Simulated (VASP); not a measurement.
# Ru (P6_3/mmc) in VASP: single point with r2SCAN

Aim: the single point of Ru with r2SCAN.

Everything below comes from runs of VASP 6.6.1. Logs are shortened: lines on timing, memory, paths and dates and some standing lists are left out, and cuts for length are marked.

**1. The cell of the first run**

The structure is hexagonal, space group P6_3/mmc (No. 194). The conventional cell has a = 2.706 Å, b = 2.706 Å, c = 4.282 Å, α = 90.00°, β = 90.00°, γ = 120.00°. Ru (site symmetry -6m2) has 12 Ru at 2.65 to 2.71 Å within 3.5 Å.

**2. Single point, r2SCAN**

Input file POSCAR:

```
Ru
1.0
    2.7058000000      0.0000000000      0.0000000000
   -1.3529000000      2.3432915400      0.0000000000
    0.0000000000      0.0000000000      4.2819000000
Ru
2
Direct
    0.3333333333      0.6666666667      0.2500000000
    0.6666666667      0.3333333333      0.7500000000
```

Input file INCAR.step1:

```
ALGO = Normal ; EDIFF = 1E-5
ENCUT = 620 ; GGA = PE
GGA_COMPAT = F ; ISMEAR = 0
LASPH = T ; LCHARG = F
LREAL = F ; LWAVE = T
NBANDS = 23 ; NELM = 120
PREC = Accurate ; SIGMA = 0.05
```

Input file INCAR.step2:

```
ALGO = Normal ; EDIFF = 1E-6
ENCUT = 620 ; GGA_COMPAT = F
ISIF = 2 ; ISMEAR = 0
ISTART = 1 ; LASPH = T
LCHARG = F ; LMIXTAU = T
LREAL = F ; LWAVE = F
METAGGA = R2SCAN ; NBANDS = 23
NELM = 120 ; PREC = Accurate
SIGMA = 0.05
```

Input file KPOINTS:

```
k-points
0
Gamma
  13 13 7
```

Potentials or basis: VASP PAW PBE potentials, release 64 (Ru_sv).

The run is started by

```
$ cat potpaw_PBE.64/Ru_sv/POTCAR > POTCAR
$ cp INCAR.step1 INCAR
$ mpirun -np 1 vasp_std > vasp.out
$ cp INCAR.step2 INCAR
$ mpirun -np 1 vasp_std > vasp.out
```

OUTCAR:

```text
EDIFF = 1E-6
   ENCUT = 620
   ISIF = 2
   ISMEAR = 0
   ISTART = 1
   LASPH = T
   LREAL = F
   METAGGA = R2SCAN
   NELM = 120
   PREC = Accurate

 ion  position               nearest neighbor table
   1  0.333  0.667  0.250-   2 2.65   2 2.65   2 2.65   2 2.65   2 2.65   2 2.65
   2  0.667  0.333  0.750-   1 2.65   1 2.65   1 2.65   1 2.65   1 2.65   1 2.65

  LATTYP: Found a hexagonal cell.
 ALAT       =     2.7058000000
 C/A-ratio  =     1.5824894671

  Lattice vectors:

 A1 = (   2.7058000000,   0.0000000000,   0.0000000000)
 A2 = (  -1.3529000000,   2.3432915400,   0.0000000000)
 A3 = (   0.0000000000,   0.0000000000,   4.2819000000)

Analysis of symmetry for initial positions (statically):
=====================================================================
 Subroutine PRICEL returns:
 Original cell was already a primitive cell.

 Routine SETGRP: Setting up the symmetry group for a
 hexagonal supercell.

 Subroutine GETGRP returns: Found 24 space group operations
 (whereof 12 operations were pure point group operations)
 out of a pool of 24 trial point group operations.

The static configuration has the point symmetry D_3d.
 The point group associated with its full space group is D_6h.

Analysis of symmetry for dynamics (positions and initial velocities):
=====================================================================
 Subroutine PRICEL returns:
 Original cell was already a primitive cell.

 Routine SETGRP: Setting up the symmetry group for a
 hexagonal supercell.

 Subroutine GETGRP returns: Found 24 space group operations
 (whereof 12 operations were pure point group operations)
 out of a pool of 24 trial point group operations.

The dynamic configuration has the point symmetry D_3d.
 The point group associated with its full space group is D_6h.

 Subroutine INISYM returns: Found 24 space group operations
 (whereof 12 operations are pure point group operations),
 and found     1 'primitive' translations

----------------------------------------------------------------------------------------

                                     Primitive cell

  volume of cell :      27.1493

  direct lattice vectors                    reciprocal lattice vectors
     2.705800000  0.000000000  0.000000000     0.369576465  0.213375072  0.000000000
    -1.352900000  2.343291540  0.000000000     0.000000000  0.426750143  0.000000000
     0.000000000  0.000000000  4.281900000     0.000000000  0.000000000  0.233541185

  length of vectors
     2.705800000  2.705800002  4.281900000     0.426750143  0.426750143  0.233541185

  position of ions in fractional coordinates (direct lattice)
     0.333333333  0.666666667  0.250000000
     0.666666667  0.333333333  0.750000000

  ion indices of the primitive-cell ions
   primitive index   ion index
                 1           1
                 2           2

----------------------------------------------------------------------------------------

 KPOINTS: k-points

Automatic generation of k-mesh.
 Grid dimensions read from file:
 generate k-points for:   13   13    7

 Generating k-lattice:

  Cartesian coordinates                     Fractional coordinates (reciprocal lattice)
     0.028428959  0.016413467  0.000000000     0.076923077  0.000000000  0.000000000
     0.000000000  0.032826934  0.000000000     0.000000000  0.076923077  0.000000000
     0.000000000  0.000000000  0.033363026     0.000000000  0.000000000  0.142857143

  Length of vectors
     0.032826934  0.032826934  0.033363026

  Shift w.r.t. Gamma in fractional coordinates (k-lattice)
     0.000000000  0.000000000  0.000000000

 Subroutine IBZKPT returns following result:
 ===========================================

 Found     84 irreducible k-points:

 Following reciprocal coordinates:
            Coordinates               Weight
  0.000000  0.000000  0.000000      1.000000
  0.076923  0.000000  0.000000      6.000000
  0.153846  0.000000  0.000000      6.000000
  0.230769  0.000000  0.000000      6.000000
  0.307692  0.000000  0.000000      6.000000
  0.384615  0.000000  0.000000      6.000000
[... 16 lines left out ...]
  0.076923  0.000000  0.142857     12.000000
  0.153846  0.000000  0.142857     12.000000
 [... further k-points ...]
   k-points           NKPTS =     84   k-points in BZ     NKDIM =     84   number of bands    NBANDS=     23
   number of dos      NEDOS =    301   number of ions     NIONS =      2
   total plane-waves  NPLWV =  20736
   dimension x,y,z NGX =    24 NGY =   24 NGZ =   36
   dimension x,y,z NGXF=    48 NGYF=   48 NGZF=   72
   ions per type =               2
   NGX,Y,Z   is equivalent  to a cutoff of  14.75, 14.75, 13.98 a.u.
   NGXF,Y,Z  is equivalent  to a cutoff of  29.49, 29.49, 27.95 a.u.
 SYSTEM =  unknown system
   PREC   = accura    normal or accurate (medium, high low for compatibility)
   ISTART =      1    job   : 0-new  1-cont  2-samecut
   ICHARG =      0    charge: 1-file 2-atom 10-const
   ISPIN  =      1    spin polarized calculation?
   LNONCOLLINEAR =      F non collinear calculations
   LSORBIT =      F    spin-orbit coupling
   LASPH  =      T    aspherical Exc in radial PAW
   ENCUT  =  620.0 eV  45.57 Ry    6.75 a.u.   5.49  5.49  8.69*2*pi/ulx,y,z
   NELM   =    120;   NELMIN=  2; NELMDL=  0     # of ELM steps
   EDIFF  = 0.1E-05   stopping-criterion for ELM
   LREAL  =      F    real-space projection
   EDIFFG = 0.1E-04   stopping-criterion for IOM
   NSW    =      0    number of steps for IOM
   IBRION =     -1    ionic relax: 0-MD 1-quasi-New 2-CG
   NFREE  =      0    steps in history (QN), initial steepest desc. (CG)
   ISIF   =      2    stress and relaxation
   ISYM   =      2    0-nonsym 1-usesym 2-fastsym
   POTIM  = 0.5000    time-step for ionic-motion
   TEBEG  =    0.0;   TEEND  =   0.0 temperature during run
   PSTRESS=    0.0 pullay stress
   NELECT =      32.0000    total number of electrons
   NUPDOWN=      -1.0000    fix difference up-down
   EMIN   =  10.00;   EMAX   =-10.00  energy-range for DOS
   EFERMI =   0.00;   METHOD = LEGACY
   ISMEAR =     0;   SIGMA  =   0.05  broadening in eV -4-tet -1-fermi 0-gaus
   EFERMI_NEDOS =   21; number of points for ismear=-14 and -15
   IALGO  =     38    algorithm
   IMIX   =      4    mixing-type and parameters
     AMIX     =   0.40;   BMIX     =  1.00
     AMIX_MAG =   1.60;   BMIX_MAG =  1.00
  volume/ion in A,a.u.               =      13.57        91.61
  Fermi-wavevector in a.u.,A,eV,Ry     =   1.729307  3.267915 40.688237  2.990501
  Thomas-Fermi vector in A             =   2.804077
   LORBIT       =      0    0 simple, 1 ext, 2 COOP (PROOUT), +10 PAW based schemes
   METAGGA = R2SCAN    functional components
   LHFCALC =     F    Hartree Fock is set to
   AEXX    =    0.0000 exact exchange contribution
   IVDW    =     0    specifies the selected vdW correction
   LEPSILON=     F    determine dielectric tensor
   LRPA    =     F    only Hartree local field effects (RPA)
 non-spin polarized calculation
 Gauss-broadening in eV      SIGMA  =   0.05
  energy-cutoff  :      620.00
  volume of cell :       27.15
 maximum number of plane-waves:       977
 NGX is ok and might be reduce to    24
   NGX = 11   NGY = 11   NGZ = 17

 number of electron      31.9999998 magnetization

 Free energy of the ion-electron system (eV)
  ---------------------------------------------------
  ext. energy  EPLUGINS =         0.00000000
  ---------------------------------------------------
  free energy    TOTEN  =       -50.93488525 eV

  energy without entropy =      -50.93374813  energy(sigma->0) =      -50.93431669

 E-fermi :  15.1037     XC(G=0): -15.5428

 val. band max:       15.0881654676   @ k =   0.3846   0.0000   0.4286
 cond. band min:      15.1582658466   @ k =   0.2308   0.0769   0.2857
 fundamental gap:      0.0701003790
 Fermi energy:        15.1037170454

 k-point     1 :       0.0000    0.0000    0.0000
  band No.  band energies     occupation
      1     -60.3028      2.00000
      2     -60.0775      2.00000
      3     -30.0388      2.00000
      4     -29.0449      2.00000
      5     -29.0449      2.00000
      6     -28.8626      2.00000
[... 15 lines left out ...]
     22      30.5995      0.00000
     23      33.2289      0.00000

 k-point     2 :       0.0769    0.0000    0.0000
  band No.  band energies     occupation
      1     -60.2933      2.00000
      2     -60.0738      2.00000
      3     -30.0171      2.00000
      4     -29.0910      2.00000
      5     -29.0604      2.00000
      6     -28.9105      2.00000
[... 15 lines left out ...]
     22      30.9811      0.00000
     23      33.4869      0.00000

 k-point     3 :       0.1538    0.0000    0.0000
  band No.  band energies     occupation
      1     -60.2666      2.00000
      2     -60.0639      2.00000
      3     -29.9544      2.00000
      4     -29.2187      2.00000
      5     -29.1022      2.00000
      6     -29.0410      2.00000
[... 15 lines left out ...]
     22      31.6539      0.00000
     23      33.9721      0.00000

 k-point     4 :       0.2308    0.0000    0.0000
  band No.  band energies     occupation
      1     -60.2274      2.00000
      2     -60.0514      2.00000
      3     -29.8582      2.00000
      4     -29.3989      2.00000
      5     -29.2196      2.00000
      6     -29.1588      2.00000
[... 15 lines left out ...]
     22      30.4573      0.00000
     23      32.9551      0.00000

 k-point     5 :       0.3077    0.0000    0.0000
  band No.  band energies     occupation
      1     -60.1828      2.00000
      2     -60.0407      2.00000
      3     -29.7406      2.00000
      4     -29.5901      2.00000
      5     -29.4029      2.00000
      6     -29.2167      2.00000
[... 15 lines left out ...]
     22      27.9131      0.00000
     23      31.5740      0.00000

 k-point     6 :       0.3846    0.0000    0.0000
  band No.  band energies     occupation
      1     -60.1417      2.00000
      2     -60.0359      2.00000
      3     -29.7482      2.00000
      4     -29.6208      2.00000
      5     -29.5505      2.00000
      6     -29.2634      2.00000
[... 15 lines left out ...]
     22      26.2962      0.00000
     23      29.8532      0.00000

 k-point     7 :       0.4615    0.0000    0.0000
  band No.  band energies     occupation
      1     -60.1148      2.00000
      2     -60.0367      2.00000
      3     -29.8371      2.00000
      4     -29.6322      2.00000
      5     -29.5332      2.00000
      6     -29.2893      2.00000
[... 353 lines left out ...]
     22      28.3490      0.00000
     23      29.6787      0.00000

 k-point    21 :       0.3077    0.3077    0.0000
  band No.  band energies     occupation
      1     -60.0716      2.00000
      2     -60.0499      2.00000
      3     -29.7063      2.00000
      4     -29.5426      2.00000
      5     -29.4803      2.00000
      6     -29.3671      2.00000
[... 15 lines left out ...]
     22      29.0602      0.00000
     23      30.4138      0.00000

 k-point    22 :       0.0000    0.0000    0.1429
  band No.  band energies     occupation
      1     -60.2918      2.00000
      2     -60.0888      2.00000
      3     -29.9807      2.00000
      4     -29.0360      2.00000
      5     -29.0360      2.00000
      6     -28.8723      2.00000
[... 15 lines left out ...]
     22      30.1707      0.00000
     23      33.2408      0.00000

 k-point    23 :       0.0769    0.0000    0.1429
  band No.  band energies     occupation
      1     -60.2826      2.00000
      2     -60.0848      2.00000
      3     -29.9619      2.00000
      4     -29.0806      2.00000
      5     -29.0510      2.00000
      6     -28.9435      2.00000
[... 15 lines left out ...]
     22      30.5588      0.00000
     23      33.5207      0.00000

 k-point    24 :       0.1538    0.0000    0.1429
  band No.  band energies     occupation
      1     -60.2567      2.00000
      2     -60.0741      2.00000
      3     -29.9089      2.00000
      4     -29.2035      2.00000
      5     -29.0917      2.00000
      6     -29.0802      2.00000
[... 15 lines left out ...]
     22      31.3757      0.00000
     23      33.8802      0.00000

 [... further k-points ...]

------------------------ aborting loop because EDIFF is reached ----------------------------------------

  FORCE on cell =-STRESS in cart. coord.  units (eV):
  Direction    XX          YY          ZZ          XY          YZ          ZX
  --------------------------------------------------------------------------------------
  -------------------------------------------------------------------------------------
  Total       -0.2073595     -0.2073595     -0.6112296      0.0000000      0.0000000      0.0000000
  in kB      -12.2370271    -12.2370271    -36.0708549      0.0000000      0.0000000      0.0000000
  external PRESSURE =     -20.1816364 kB  Pullay stress =       0.0000000 kB

 VOLUME and BASIS-vectors are now :
 -----------------------------------------------------------------------------
  energy-cutoff  :      620.00
  volume of cell :       27.15
      direct lattice vectors                 reciprocal lattice vectors
     2.705800000  0.000000000  0.000000000     0.369576465  0.213375072  0.000000000
    -1.352900000  2.343291540  0.000000000     0.000000000  0.426750143  0.000000000
     0.000000000  0.000000000  4.281900000     0.000000000  0.000000000  0.233541185

 POSITION                                       TOTAL-FORCE (eV/Angst)
 -----------------------------------------------------------------------------------
     -0.00000      1.56219      1.07048        -0.000000      0.000000      0.000000
      1.35290      0.78110      3.21143         0.000000     -0.000000      0.000000
 -----------------------------------------------------------------------------------
    total drift:                               -0.000000      0.000000     -0.000000

  FREE ENERGIE OF THE ION-ELECTRON SYSTEM (eV)
  ---------------------------------------------------
  free  energy   TOTEN  =       -50.9348852498 eV

  energy  without entropy=      -50.9337481287  energy(sigma->0) =      -50.93431669
```

Wall time 3.3 min (1 thread of Intel Xeon Platinum 8175M at 2.50GHz (Skylake/Cascade Lake), shared host); peak memory 0.19 GiB.

Results:

| Quantity | Value |
| --- | --- |
| Free energy | -50.9349 eV |
| Pressure | -2.0 GPa |
| Band gap on the k mesh | zero (bands 16 and 17 overlap by 3.12 eV) |

Levels at points of the mesh, in eV from the Fermi level:
```csv
k point,band 13,band 14,band 15,band 16,band 17,band 18,band 19,band 20
"(0.00, 0.00, 0.00)",-2.58,-2.06,-2.06,-1.52,-1.52,1.17,1.17,1.28
```

Caveat: the PAW data sets were made with another functional, which shifts forces and pressure a little.

The gap in the log of VASP goes by the Fermi energy; the results here count the filled bands.